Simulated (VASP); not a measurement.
# K (Im-3m) in VASP: a series of runs

The runs below take K through single point, with BLYP.

Program: VASP 6.6.1. These are calculated values, not measurements. Logs are shortened: lines on timing, memory, paths and dates and some standing lists are left out, and cuts for length are marked.

## 1. The cell of the first run

It takes space group Im-3m (No. 229, cubic). Conventional cell: a = 5.251 Å, b = 5.251 Å, c = 5.251 Å, α = 90.00°, β = 90.00°, γ = 90.00°.

## 2. Single point, BLYP (72.41 Å³/atom)

The input, INCAR:

```
SYSTEM = K
PREC = Accurate
ENCUT = 520
EDIFF = 1E-6
ISMEAR = -1
SIGMA = 0.1
LREAL = .FALSE.
LASPH = .TRUE.
NELM = 60
ALGO = Normal
ISIF = 2
LWAVE = .FALSE.
LCHARG = .FALSE.
GGA = B5
ALDAX = 1.0
AGGAX = 1.0
AGGAC = 1.0
ALDAC = 0.0
NBANDS = 10
```

The input, KPOINTS:

```
Automatic mesh
0
G
  14 14 14
  0 0 0
```

The input, POSCAR:

```
K
1.0
   -2.6257321141      2.6257321141      2.6257321141
    2.6257321141     -2.6257321141      2.6257321141
    2.6257321141      2.6257321141     -2.6257321141
K
1
Direct
    0.0000000000      0.0000000000      0.0000000000
```

Potentials or basis: VASP PAW PBE potentials, release 64 (K_sv).

The run is started by

```bash
cat potpaw_PBE.64/K_sv/POTCAR > POTCAR
mpirun -np 1 vasp_std > vasp.out
```

OUTCAR:

```text
SYSTEM = K
   PREC = Accurate
   ENCUT = 520
   EDIFF = 1E-6
   ISMEAR = -1
   LREAL = .FALSE.
   LASPH = .TRUE.
   NELM = 60
   ISIF = 2
   GGA = B5

 ion  position               nearest neighbor table
   1  0.000  0.000  0.000-

  LATTYP: Found a body centered cubic cell.
 ALAT       =     5.2514642282

  Lattice vectors:

 A1 = (  -2.6257321141,   2.6257321141,   2.6257321141)
 A2 = (   2.6257321141,  -2.6257321141,   2.6257321141)
 A3 = (   2.6257321141,   2.6257321141,  -2.6257321141)

Analysis of symmetry for initial positions (statically):
=====================================================================
 Subroutine PRICEL returns:
 Original cell was already a primitive cell.

 Routine SETGRP: Setting up the symmetry group for a
 body centered cubic supercell.

 Subroutine GETGRP returns: Found 48 space group operations
 (whereof 48 operations were pure point group operations)
 out of a pool of 48 trial point group operations.

The static configuration has the point symmetry O_h .

Analysis of symmetry for dynamics (positions and initial velocities):
=====================================================================
 Subroutine PRICEL returns:
 Original cell was already a primitive cell.

 Routine SETGRP: Setting up the symmetry group for a
 body centered cubic supercell.

 Subroutine GETGRP returns: Found 48 space group operations
 (whereof 48 operations were pure point group operations)
 out of a pool of 48 trial point group operations.

The dynamic configuration has the point symmetry O_h .

 Subroutine INISYM returns: Found 48 space group operations
 (whereof 48 operations are pure point group operations),
 and found     1 'primitive' translations

----------------------------------------------------------------------------------------

                                     Primitive cell

  volume of cell :      72.4121

  direct lattice vectors                    reciprocal lattice vectors
    -2.625732114  2.625732114  2.625732114     0.000000000  0.190423081  0.190423081
     2.625732114 -2.625732114  2.625732114     0.190423081  0.000000000  0.190423081
     2.625732114  2.625732114 -2.625732114     0.190423081  0.190423081  0.000000000

  length of vectors
     4.547901429  4.547901429  4.547901429     0.269298904  0.269298904  0.269298904

  position of ions in fractional coordinates (direct lattice)
     0.000000000  0.000000000  0.000000000

  ion indices of the primitive-cell ions
   primitive index   ion index
                 1           1

----------------------------------------------------------------------------------------

 KPOINTS: Automatic mesh

Automatic generation of k-mesh.
 Grid dimensions read from file:
 generate k-points for:   14   14   14

 Generating k-lattice:

  Cartesian coordinates                     Fractional coordinates (reciprocal lattice)
     0.000000000  0.013601649  0.013601649     0.071428571  0.000000000  0.000000000
     0.013601649  0.000000000  0.013601649     0.000000000  0.071428571  0.000000000
     0.013601649  0.013601649  0.000000000     0.000000000  0.000000000  0.071428571

  Length of vectors
     0.019235636  0.019235636  0.019235636

  Shift w.r.t. Gamma in fractional coordinates (k-lattice)
     0.000000000  0.000000000  0.000000000

 Subroutine IBZKPT returns following result:
 ===========================================

 Found    104 irreducible k-points:

 Following reciprocal coordinates:
            Coordinates               Weight
  0.000000  0.000000  0.000000      1.000000
  0.071429  0.000000  0.000000     12.000000
  0.142857  0.000000  0.000000     12.000000
  0.214286  0.000000  0.000000     12.000000
  0.285714  0.000000  0.000000     12.000000
  0.357143  0.000000  0.000000     12.000000
[... 16 lines left out ...]
  0.285714  0.285714  0.000000     24.000000
  0.357143  0.285714  0.000000     24.000000
 [... further k-points ...]
   k-points           NKPTS =    104   k-points in BZ     NKDIM =    104   number of bands    NBANDS=     10
   number of dos      NEDOS =    301   number of ions     NIONS =      1
   total plane-waves  NPLWV =  46656
   dimension x,y,z NGX =    36 NGY =   36 NGZ =   36
   dimension x,y,z NGXF=    72 NGYF=   72 NGZF=   72
   ions per type =               1
   NGX,Y,Z   is equivalent  to a cutoff of  13.16, 13.16, 13.16 a.u.
   NGXF,Y,Z  is equivalent  to a cutoff of  26.32, 26.32, 26.32 a.u.
 SYSTEM =  K
   PREC   = accura    normal or accurate (medium, high low for compatibility)
   ISTART =      0    job   : 0-new  1-cont  2-samecut
   ICHARG =      2    charge: 1-file 2-atom 10-const
   ISPIN  =      1    spin polarized calculation?
   LNONCOLLINEAR =      F non collinear calculations
   LSORBIT =      F    spin-orbit coupling
   LASPH  =      T    aspherical Exc in radial PAW
   ENCUT  =  520.0 eV  38.22 Ry    6.18 a.u.   8.46  8.46  8.46*2*pi/ulx,y,z
   NELM   =     60;   NELMIN=  2; NELMDL= -5     # of ELM steps
   EDIFF  = 0.1E-05   stopping-criterion for ELM
   LREAL  =      F    real-space projection
   EDIFFG = 0.1E-04   stopping-criterion for IOM
   NSW    =      0    number of steps for IOM
   IBRION =     -1    ionic relax: 0-MD 1-quasi-New 2-CG
   NFREE  =      0    steps in history (QN), initial steepest desc. (CG)
   ISIF   =      2    stress and relaxation
   ISYM   =      2    0-nonsym 1-usesym 2-fastsym
   POTIM  = 0.5000    time-step for ionic-motion
   TEBEG  =    0.0;   TEEND  =   0.0 temperature during run
   PSTRESS=    0.0 pullay stress
   NELECT =       9.0000    total number of electrons
   NUPDOWN=      -1.0000    fix difference up-down
   EMIN   =  10.00;   EMAX   =-10.00  energy-range for DOS
   EFERMI =   0.00;   METHOD = LEGACY
   ISMEAR =    -1;   SIGMA  =   0.10  broadening in eV -4-tet -1-fermi 0-gaus
   EFERMI_NEDOS =   21; number of points for ismear=-14 and -15
   IALGO  =     38    algorithm
   IMIX   =      4    mixing-type and parameters
     AMIX     =   0.40;   BMIX     =  1.00
     AMIX_MAG =   1.60;   BMIX_MAG =  1.00
  volume/ion in A,a.u.               =      72.41       488.66
  Fermi-wavevector in a.u.,A,eV,Ry     =   0.816993  1.543894  9.081594  0.667478
  Thomas-Fermi vector in A             =   1.927362
   LORBIT       =      0    0 simple, 1 ext, 2 COOP (PROOUT), +10 PAW based schemes
   GGA     = B5    functional components
   LHFCALC =     F    Hartree Fock is set to
   AEXX    =    0.0000 exact exchange contribution
   IVDW    =     0    specifies the selected vdW correction
   LEPSILON=     F    determine dielectric tensor
   LRPA    =     F    only Hartree local field effects (RPA)
 non-spin polarized calculation
  energy-cutoff  :      520.00
  volume of cell :       72.41
 maximum number of plane-waves:      1967
 NGX is ok and might be reduce to    36
   NGX = 17   NGY = 17   NGZ = 17

 number of electron       9.0000001 magnetization

 Free energy of the ion-electron system (eV)
  ---------------------------------------------------
  ext. energy  EPLUGINS =         0.00000000
  ---------------------------------------------------
  free energy    TOTEN  =        -0.71453219 eV

  energy without entropy =       -0.68903891  energy(sigma->0) =       -0.70178555

 E-fermi :   0.3401     XC(G=0):  -5.3097

 val. band max:        0.3201568551   @ k =   0.2857   0.2143   0.0000
 cond. band min:       0.3558046163   @ k =   0.3571   0.0714   0.0714
 fundamental gap:      0.0356477611
 Fermi energy:         0.3400963642

 k-point     1 :       0.0000    0.0000    0.0000
  band No.  band energies     occupation
      1     -31.9186      2.00000
      2     -15.4517      2.00000
      3     -15.4517      2.00000
      4     -15.4517      2.00000
      5      -1.8501      2.00000
      6       4.3942      0.00000
      7       4.3942      0.00000
      8       4.3942      0.00000
      9       5.3124      0.00000
     10       5.3124      0.00000

 k-point     2 :       0.0714    0.0000    0.0000
  band No.  band energies     occupation
      1     -31.9184      2.00000
      2     -15.4553      2.00000
      3     -15.4530      2.00000
      4     -15.4517      2.00000
      5      -1.7852      2.00000
      6       4.3203      0.00000
      7       4.3207      0.00000
      8       4.4460      0.00000
      9       5.2043      0.00000
     10       5.3023      0.00000

 k-point     3 :       0.1429    0.0000    0.0000
  band No.  band energies     occupation
      1     -31.9178      2.00000
      2     -15.4654      2.00000
      3     -15.4563      2.00000
      4     -15.4517      2.00000
      5      -1.5930      2.00000
      6       4.0211      0.00000
      7       4.1333      0.00000
      8       4.6003      0.00000
      9       5.0852      0.00000
     10       5.2858      0.00000

 k-point     4 :       0.2143    0.0000    0.0000
  band No.  band energies     occupation
      1     -31.9169      2.00000
      2     -15.4798      2.00000
      3     -15.4612      2.00000
      4     -15.4517      2.00000
      5      -1.2799      2.00000
      6       3.5054      0.00000
      7       3.9015      0.00000
      8       4.8536      0.00000
      9       5.0999      0.00000
     10       5.2928      0.00000

 k-point     5 :       0.2857    0.0000    0.0000
  band No.  band energies     occupation
      1     -31.9159      2.00000
      2     -15.4957      2.00000
      3     -15.4666      2.00000
      4     -15.4517      2.00000
      5      -0.8572      1.99999
      6       2.9006      0.00000
      7       3.6810      0.00000
      8       5.1476      0.00000
      9       5.2005      0.00000
     10       5.3501      0.00000

 k-point     6 :       0.3571    0.0000    0.0000
  band No.  band energies     occupation
      1     -31.9150      2.00000
      2     -15.5098      2.00000
      3     -15.4714      2.00000
      4     -15.4516      2.00000
      5      -0.3413      1.99781
      6       2.2626      0.00000
      7       3.5059      0.00000
      8       5.1182      0.00000
      9       5.4715      0.00000
     10       5.6329      0.00000
[... 183 lines left out ...]
 k-point    21 :       0.2857    0.2143    0.0000
  band No.  band energies     occupation
      1     -31.9141      2.00000
      2     -15.5109      2.00000
      3     -15.4811      2.00000
      4     -15.4587      2.00000
      5       0.3202      1.09937
      6       2.1175      0.00000
      7       2.7634      0.00000
      8       4.8583      0.00000
      9       5.2349      0.00000
     10       5.8029      0.00000

 k-point    22 :       0.3571    0.2143    0.0000
  band No.  band energies     occupation
      1     -31.9138      2.00000
      2     -15.5129      2.00000
      3     -15.4859      2.00000
      4     -15.4591      2.00000
      5       0.9140      0.00641
      6       1.5481      0.00001
      7       2.6432      0.00000
      8       4.6961      0.00000
      9       5.4501      0.00000
     10       5.6989      0.00000

 k-point    23 :       0.2857    0.2857    0.0000
  band No.  band energies     occupation
      1     -31.9137      2.00000
      2     -15.5090      2.00000
      3     -15.4899      2.00000
      4     -15.4601      2.00000
      5       0.8782      0.00916
      6       1.9113      0.00000
      7       2.2862      0.00000
      8       4.7369      0.00000
      9       5.2814      0.00000
     10       5.6879      0.00000

 k-point    24 :       0.3571    0.2857    0.0000
  band No.  band energies     occupation
      1     -31.9136      2.00000
      2     -15.5061      2.00000
      3     -15.4952      2.00000
      4     -15.4605      2.00000
      5       1.4573      0.00003
      6       1.4671      0.00003
      7       2.1033      0.00000
      8       4.6805      0.00000
      9       5.4074      0.00000
     10       5.5309      0.00000

 [... further k-points ...]

------------------------ aborting loop because EDIFF is reached ----------------------------------------

  FORCE on cell =-STRESS in cart. coord.  units (eV):
  Direction    XX          YY          ZZ          XY          YZ          ZX
  --------------------------------------------------------------------------------------
  -------------------------------------------------------------------------------------
  Total        0.0685390      0.0685390      0.0685390      0.0000000      0.0000000     -0.0000000
  in kB        1.5164818      1.5164818      1.5164818      0.0000000      0.0000000     -0.0000000
  external PRESSURE =       1.5164818 kB  Pullay stress =       0.0000000 kB

 VOLUME and BASIS-vectors are now :
 -----------------------------------------------------------------------------
  energy-cutoff  :      520.00
  volume of cell :       72.41
      direct lattice vectors                 reciprocal lattice vectors
    -2.625732114  2.625732114  2.625732114     0.000000000  0.190423081  0.190423081
     2.625732114 -2.625732114  2.625732114     0.190423081  0.000000000  0.190423081
     2.625732114  2.625732114 -2.625732114     0.190423081  0.190423081  0.000000000

 POSITION                                       TOTAL-FORCE (eV/Angst)
 -----------------------------------------------------------------------------------
      0.00000      0.00000      0.00000         0.000000     -0.000000     -0.000000
 -----------------------------------------------------------------------------------
    total drift:                               -0.000000      0.000000      0.000000

  FREE ENERGIE OF THE ION-ELECTRON SYSTEM (eV)
  ---------------------------------------------------
  free  energy   TOTEN  =        -0.7145321874 eV

  energy  without entropy=       -0.6890389069  energy(sigma->0) =       -0.70178555
```

Wall time 54 s (1 thread of Intel Xeon Platinum 8488C (Sapphire Rapids), shared host); peak memory 0.23 GiB.

Results:

```
Free energy            : -0.7145 eV
Pressure               : 0.2 GPa
Band gap on the k mesh : zero (an odd number of electrons rules out a gap without spin polarisation)
```

Caveat: the PAW data sets were made with another functional, which shifts forces and pressure a little.

## 3. Single point, BLYP

This run uses another cell than the first one, of 75.43 Å³/atom.

The input, INCAR:

```
PREC = Accurate ; ENCUT = 520
EDIFF = 1E-7 ; ISMEAR = -1
SIGMA = 0.1 ; LREAL = False
LASPH = True ; NELM = 60
ALGO = Normal ; ISIF = 2
LWAVE = False ; LCHARG = True
GGA = B5 ; ALDAX = 1.0
AGGAX = 1.0 ; AGGAC = 1.0
ALDAC = 0.0 ; LELF = True
LVHAR = True ; NBANDS = 10
```

The input, KPOINTS:

```
regular mesh
0
Gamma
  14 14 14
```

The input, POSCAR:

```
K
1.0
   -2.6617055174      2.6617055174      2.6617055174
    2.6617055174     -2.6617055174      2.6617055174
    2.6617055174      2.6617055174     -2.6617055174
K
1
Direct
    0.0000000000      0.0000000000      0.0000000000
```

Potentials or basis: VASP PAW PBE potentials, release 64 (K_sv).

The run is started by

```bash
cat potpaw_PBE.64/K_sv/POTCAR > POTCAR
mpirun -np 1 vasp_std > vasp.out
```

Wall time 55 s (1 thread of Intel Xeon Platinum 8488C (Sapphire Rapids), shared host); peak memory 0.23 GiB.

The run converged. Its results:

```
Free energy            : -0.7162 eV
Pressure               : 0.0 GPa
Band gap on the k mesh : zero (an odd number of electrons rules out a gap without spin polarisation)
```

Levels at points of the mesh, in eV from the Fermi level:
```
           k point  band 2  band 3  band 4  band 5  band 6  band 7
(0.00, 0.00, 0.00)  -15.82  -15.82  -15.82   -2.13    4.01    4.01
(0.50, 0.00, 0.00)  -15.88  -15.84  -15.82    0.38    0.75    3.00
(0.50, 0.50, 0.50)  -15.86  -15.86  -15.86    1.67    1.67    3.41
```

Caveat: the PAW data sets were made with another functional, which shifts forces and pressure a little.

The gap in the log of VASP goes by the Fermi energy; the results here count the filled bands.